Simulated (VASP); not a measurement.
Input of a VASP 6.6.1 run:

INCAR

```
  PREC = Accurate
  ENCUT = 520
  EDIFF = 1E-7
  ISMEAR = -1
  SIGMA = 0.05
  LREAL = F
  LASPH = T
  NELM = 100
  ALGO = Fast
  ISIF = 2
  LWAVE = F
  LCHARG = F
  GGA = PS
  NBANDS = 34
```

File KPOINTS:

```
Automatic mesh
0
Gamma
  7 7 6
```

File POSCAR:

```
Ga
1.0
    2.2912599917     -3.8809070963      0.0000000000
    2.2912599917      3.8809070963      0.0000000000
    0.0000000000      0.0000000000      4.5835331429
Ga
4
Direct
    0.3451000000      0.6549000000      0.4190000000
    0.1549000000      0.8451000000      0.9190000000
    0.6549000000      0.3451000000      0.5810000000
    0.8451000000      0.1549000000      0.0810000000
```

Potentials or basis: VASP PAW PBE potentials, release 64 (Ga_d).

Command:

```sh
$ cat potpaw_PBE.64/Ga_d/POTCAR > POTCAR
$ mpirun -np 1 vasp_std > vasp.out
```

(1) What does it give for the largest force?

(2) Estimate the band gap on the k mesh.

(3) What does it give for the pressure?

Answers

(1) 0.117 eV/Å.

(2) zero (band 26 reaches 4.92 eV, above the bottom of band 27 at 3.66 eV).

(3) -3.3 GPa.

Caveat: the PAW data sets were made with another functional, which shifts forces and pressure a little.
